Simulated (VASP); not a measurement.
# CoSi2 (Fm-3m) in VASP: further runs

The runs below take CoSi2 through single point, with PBEsol.

All numbers are computed with VASP 6.6.1; they aren't measurements. Logs are shortened: lines on timing, memory, paths and dates and some standing lists are left out, and cuts for length are marked.

### Step 1. The cell of the first run

The structure is cubic, space group Fm-3m (No. 225). The conventional cell has a = 5.312 Å, b = 5.312 Å, c = 5.312 Å, α = 90.00°, β = 90.00°, γ = 90.00°. Co (site symmetry m-3m) has 8 Si at 2.30 Å within 3.0 Å. Si (site symmetry -43m) has 4 Co at 2.30 Å and 6 Si at 2.66 Å within 3.0 Å.

### Step 2. Single point, PBEsol

INCAR

```
ALGO     = Normal         # electronic algorithm
EDIFF    = 1E-6           # SCF threshold, eV
ENCUT    = 520            # plane-wave cutoff, eV
GGA      = PS             # functional
ISIF     = 2              # what is computed and relaxed
ISMEAR   = 0              # smearing method
LASPH    = T              # aspherical terms in the spheres
LCHARG   = F              # write CHGCAR
LREAL    = F              # projectors in reciprocal space
LWAVE    = F              # write WAVECAR
NBANDS   = 16             # bands
NELM     = 60             # most SCF steps
PREC     = Accurate       # precision mode
SIGMA    = 0.1            # smearing width, eV
```

KPOINTS

```
k-points
0
Gamma
  14 14 14
```

POSCAR

```
CoSi2
1.0
    0.0000000000      2.6562384320      2.6562384320
    2.6562384320      0.0000000000      2.6562384320
    2.6562384320      2.6562384320      0.0000000000
Co Si
1 2
Direct
    0.0000000000      0.0000000000      0.0000000000
    0.2500000000      0.2500000000      0.2500000000
    0.7500000000      0.7500000000      0.7500000000
```

Potentials or basis: VASP PAW PBE potentials, release 64 (Co, Si).

Run with:

```sh
$ cat potpaw_PBE.64/Co/POTCAR potpaw_PBE.64/Si/POTCAR > POTCAR
$ mpirun -np 1 vasp_std > vasp.out
```

OUTCAR:

```text
EDIFF = 1E-6
   ENCUT = 520
   GGA = PS
   ISIF = 2
   ISMEAR = 0
   LASPH = T
   LREAL = F
   NELM = 60
   PREC = Accurate

 ion  position               nearest neighbor table
   1  0.000  0.000  0.000-   3 2.30   3 2.30   3 2.30   2 2.30   3 2.30   2 2.30   2 2.30   2 2.30

   2  0.250  0.250  0.250-   1 2.30   1 2.30   1 2.30   1 2.30   3 2.66   3 2.66   3 2.66   3 2.66
                             3 2.66   3 2.66
   3  0.750  0.750  0.750-   1 2.30   1 2.30   1 2.30   1 2.30   2 2.66   2 2.66   2 2.66   2 2.66
                             2 2.66   2 2.66

  LATTYP: Found a face centered cubic cell.
 ALAT       =     5.3124768640

  Lattice vectors:

 A1 = (   0.0000000000,   2.6562384320,   2.6562384320)
 A2 = (   2.6562384320,   0.0000000000,   2.6562384320)
 A3 = (   2.6562384320,   2.6562384320,   0.0000000000)

Analysis of symmetry for initial positions (statically):
=====================================================================
 Subroutine PRICEL returns:
 Original cell was already a primitive cell.

 Routine SETGRP: Setting up the symmetry group for a
 face centered cubic supercell.

 Subroutine GETGRP returns: Found 48 space group operations
 (whereof 48 operations were pure point group operations)
 out of a pool of 48 trial point group operations.

The static configuration has the point symmetry O_h .

Analysis of symmetry for dynamics (positions and initial velocities):
=====================================================================
 Subroutine PRICEL returns:
 Original cell was already a primitive cell.

 Routine SETGRP: Setting up the symmetry group for a
 face centered cubic supercell.

 Subroutine GETGRP returns: Found 48 space group operations
 (whereof 48 operations were pure point group operations)
 out of a pool of 48 trial point group operations.

The dynamic configuration has the point symmetry O_h .

 Subroutine INISYM returns: Found 48 space group operations
 (whereof 48 operations are pure point group operations),
 and found     1 'primitive' translations

----------------------------------------------------------------------------------------

                                     Primitive cell

  volume of cell :      37.4827

  direct lattice vectors                    reciprocal lattice vectors
     0.000000000  2.656238432  2.656238432    -0.188236114  0.188236114  0.188236114
     2.656238432  0.000000000  2.656238432     0.188236114 -0.188236114  0.188236114
     2.656238432  2.656238432  0.000000000     0.188236114  0.188236114 -0.188236114

  length of vectors
     3.756488415  3.756488415  3.756488415     0.326034513  0.326034513  0.326034513

  position of ions in fractional coordinates (direct lattice)
     0.000000000  0.000000000  0.000000000
     0.250000000  0.250000000  0.250000000
     0.750000000  0.750000000  0.750000000

  ion indices of the primitive-cell ions
   primitive index   ion index
                 1           1
                 2           2
                 3           3

----------------------------------------------------------------------------------------

 KPOINTS: k-points

Automatic generation of k-mesh.
 Grid dimensions read from file:
 generate k-points for:   14   14   14

 Generating k-lattice:

  Cartesian coordinates                     Fractional coordinates (reciprocal lattice)
    -0.013445437  0.013445437  0.013445437     0.071428571  0.000000000  0.000000000
     0.013445437 -0.013445437  0.013445437     0.000000000  0.071428571  0.000000000
     0.013445437  0.013445437 -0.013445437     0.000000000  0.000000000  0.071428571

  Length of vectors
     0.023288180  0.023288180  0.023288180

  Shift w.r.t. Gamma in fractional coordinates (k-lattice)
     0.000000000  0.000000000  0.000000000

 Subroutine IBZKPT returns following result:
 ===========================================

 Found    104 irreducible k-points:

 Following reciprocal coordinates:
            Coordinates               Weight
  0.000000  0.000000  0.000000      1.000000
  0.071429  0.000000  0.000000      8.000000
  0.142857  0.000000  0.000000      8.000000
  0.214286  0.000000  0.000000      8.000000
  0.285714  0.000000  0.000000      8.000000
  0.357143  0.000000  0.000000      8.000000
[... 16 lines left out ...]
  0.214286  0.142857  0.000000     24.000000
  0.285714  0.142857  0.000000     24.000000
 [... further k-points ...]
   k-points           NKPTS =    104   k-points in BZ     NKDIM =    104   number of bands    NBANDS=     16
   number of dos      NEDOS =    301   number of ions     NIONS =      3
   total plane-waves  NPLWV =  21952
   dimension x,y,z NGX =    28 NGY =   28 NGZ =   28
   dimension x,y,z NGXF=    56 NGYF=   56 NGZF=   56
   ions per type =               1   2
   NGX,Y,Z   is equivalent  to a cutoff of  12.39, 12.39, 12.39 a.u.
   NGXF,Y,Z  is equivalent  to a cutoff of  24.78, 24.78, 24.78 a.u.
 SYSTEM =  unknown system
   PREC   = accura    normal or accurate (medium, high low for compatibility)
   ISTART =      0    job   : 0-new  1-cont  2-samecut
   ICHARG =      2    charge: 1-file 2-atom 10-const
   ISPIN  =      1    spin polarized calculation?
   LNONCOLLINEAR =      F non collinear calculations
   LSORBIT =      F    spin-orbit coupling
   LASPH  =      T    aspherical Exc in radial PAW
   ENCUT  =  520.0 eV  38.22 Ry    6.18 a.u.   6.98  6.98  6.98*2*pi/ulx,y,z
   NELM   =     60;   NELMIN=  2; NELMDL= -5     # of ELM steps
   EDIFF  = 0.1E-05   stopping-criterion for ELM
   LREAL  =      F    real-space projection
   EDIFFG = 0.1E-04   stopping-criterion for IOM
   NSW    =      0    number of steps for IOM
   IBRION =     -1    ionic relax: 0-MD 1-quasi-New 2-CG
   NFREE  =      0    steps in history (QN), initial steepest desc. (CG)
   ISIF   =      2    stress and relaxation
   ISYM   =      2    0-nonsym 1-usesym 2-fastsym
   POTIM  = 0.5000    time-step for ionic-motion
   TEBEG  =    0.0;   TEEND  =   0.0 temperature during run
   PSTRESS=    0.0 pullay stress
   NELECT =      17.0000    total number of electrons
   NUPDOWN=      -1.0000    fix difference up-down
   EMIN   =  10.00;   EMAX   =-10.00  energy-range for DOS
   EFERMI =   0.00;   METHOD = LEGACY
   ISMEAR =     0;   SIGMA  =   0.10  broadening in eV -4-tet -1-fermi 0-gaus
   EFERMI_NEDOS =   21; number of points for ismear=-14 and -15
   IALGO  =     38    algorithm
   IMIX   =      4    mixing-type and parameters
     AMIX     =   0.40;   BMIX     =  1.00
     AMIX_MAG =   1.60;   BMIX_MAG =  1.00
  volume/ion in A,a.u.               =      12.49        84.32
  Fermi-wavevector in a.u.,A,eV,Ry     =   1.257807  2.376911 21.525492  1.582079
  Thomas-Fermi vector in A             =   2.391448
   LORBIT       =      0    0 simple, 1 ext, 2 COOP (PROOUT), +10 PAW based schemes
   GGA     = PS    functional components
   LHFCALC =     F    Hartree Fock is set to
   AEXX    =    0.0000 exact exchange contribution
   IVDW    =     0    specifies the selected vdW correction
   LEPSILON=     F    determine dielectric tensor
   LRPA    =     F    only Hartree local field effects (RPA)
 non-spin polarized calculation
 Gauss-broadening in eV      SIGMA  =   0.10
  energy-cutoff  :      520.00
  volume of cell :       37.48
 maximum number of plane-waves:      1026
   NGX = 13   NGY = 13   NGZ = 13

 number of electron      17.0000005 magnetization

 Free energy of the ion-electron system (eV)
  ---------------------------------------------------
  ext. energy  EPLUGINS =         0.00000000
  ---------------------------------------------------
  free energy    TOTEN  =       -20.98440149 eV

  energy without entropy =      -20.97927081  energy(sigma->0) =      -20.98183615

 E-fermi :  10.3463     XC(G=0): -11.9678

 val. band max:       10.2592523267   @ k =   0.4286   0.0714   0.0000
 cond. band min:      10.3478228000   @ k =   0.4286   0.2143   0.0714
 fundamental gap:      0.0885704733
 Fermi energy:        10.3462862929

 k-point     1 :       0.0000    0.0000    0.0000
  band No.  band energies     occupation
      1      -2.9803      2.00000
      2       6.1376      2.00000
      3       6.1376      2.00000
      4       6.1376      2.00000
      5       8.3430      2.00000
      6       8.3430      2.00000
[... 8 lines left out ...]
     15      16.0937      0.00000
     16      16.0937      0.00000

 k-point     2 :       0.0714    0.0000    0.0000
  band No.  band energies     occupation
      1      -2.9013      2.00000
      2       5.9512      2.00000
      3       6.1659      2.00000
      4       6.1659      2.00000
      5       8.3183      2.00000
      6       8.3183      2.00000
[... 8 lines left out ...]
     15      15.8069      0.00000
     16      15.9428      0.00000

 k-point     3 :       0.1429    0.0000    0.0000
  band No.  band energies     occupation
      1      -2.6651      2.00000
      2       5.4363      2.00000
      3       6.2455      2.00000
      4       6.2455      2.00000
      5       8.2591      2.00000
      6       8.2591      2.00000
[... 8 lines left out ...]
     15      15.7072      0.00000
     16      16.3789      0.00000

 k-point     4 :       0.2143    0.0000    0.0000
  band No.  band energies     occupation
      1      -2.2753      2.00000
      2       4.6771      2.00000
      3       6.3595      2.00000
      4       6.3595      2.00000
      5       8.2054      2.00000
      6       8.2054      2.00000
[... 8 lines left out ...]
     15      16.5336      0.00000
     16      17.4518      0.00000
[... 324 lines left out ...]
 k-point    22 :       0.1429    0.1429    0.0000
  band No.  band energies     occupation
      1      -2.5601      2.00000
      2       5.5270      2.00000
      3       6.1629      2.00000
      4       6.1629      2.00000
      5       7.9274      2.00000
      6       8.4503      2.00000
[... 8 lines left out ...]
     15      16.8534      0.00000
     16      16.8534      0.00000

 k-point    23 :       0.2143    0.1429    0.0000
  band No.  band energies     occupation
      1      -2.2739      2.00000
      2       5.0994      2.00000
      3       6.2028      2.00000
      4       6.2422      2.00000
      5       7.6989      2.00000
      6       8.4893      2.00000
[... 8 lines left out ...]
     15      17.7394      0.00000
     16      17.8694      0.00000

 k-point    24 :       0.2857    0.1429    0.0000
  band No.  band energies     occupation
      1      -1.8370      2.00000
      2       4.4079      2.00000
      3       6.2826      2.00000
      4       6.3535      2.00000
      5       7.5015      2.00000
      6       8.5283      2.00000
[... 8 lines left out ...]
     15      18.7538      0.00000
     16      19.0389      0.00000

 [... further k-points ...]

------------------------ aborting loop because EDIFF is reached ----------------------------------------

  FORCE on cell =-STRESS in cart. coord.  units (eV):
  Direction    XX          YY          ZZ          XY          YZ          ZX
  --------------------------------------------------------------------------------------
  -------------------------------------------------------------------------------------
  Total        0.0065771      0.0065771      0.0065771     -0.0000000      0.0000000     -0.0000000
  in kB        0.2811364      0.2811364      0.2811364     -0.0000000      0.0000000     -0.0000000
  external PRESSURE =       0.2811364 kB  Pullay stress =       0.0000000 kB

 VOLUME and BASIS-vectors are now :
 -----------------------------------------------------------------------------
  energy-cutoff  :      520.00
  volume of cell :       37.48
      direct lattice vectors                 reciprocal lattice vectors
     0.000000000  2.656238432  2.656238432    -0.188236114  0.188236114  0.188236114
     2.656238432  0.000000000  2.656238432     0.188236114 -0.188236114  0.188236114
     2.656238432  2.656238432  0.000000000     0.188236114  0.188236114 -0.188236114

 POSITION                                       TOTAL-FORCE (eV/Angst)
 -----------------------------------------------------------------------------------
      0.00000      0.00000      0.00000         0.000000     -0.000000     -0.000000
      1.32812      1.32812      1.32812         0.000000     -0.000000      0.000000
      3.98436      3.98436      3.98436        -0.000000      0.000000      0.000000
 -----------------------------------------------------------------------------------
    total drift:                               -0.000000     -0.000000      0.000000

  FREE ENERGIE OF THE ION-ELECTRON SYSTEM (eV)
  ---------------------------------------------------
  free  energy   TOTEN  =       -20.9844014909 eV

  energy  without entropy=      -20.9792708108  energy(sigma->0) =      -20.98183615
```

It took 84 s on 1 thread of Intel Xeon 8259CL, shared host; peak memory 0.2 GiB.

Results:

```
Free energy            : -20.9844 eV
Pressure               : 0.0 GPa
Band gap on the k mesh : zero (an odd number of electrons rules out a gap without spin polarisation)
```

Levels at points of the mesh, in eV from the Fermi level:
```
           k point  band 5  band 6  band 7  band 8  band 9  band 10  band 11  band 12  band 13  band 14
(0.00, 0.00, 0.00)   -2.00   -2.00    1.02    3.42    3.42     3.42     3.51     3.51     3.51     5.75
(0.50, 0.00, 0.00)   -2.26   -1.72   -1.72   -0.49   -0.49     2.72     3.48     3.48     4.55    10.45
(0.50, 0.50, 0.00)   -3.74   -2.06   -2.06   -2.02   -1.40     1.67     2.87     8.60     9.83     9.83
```

Caveat: the PAW data sets were made with another functional, which shifts forces and pressure a little; the run has no spin polarisation, though such a crystal can be magnetic.

(Continued in part 2 of 3.)
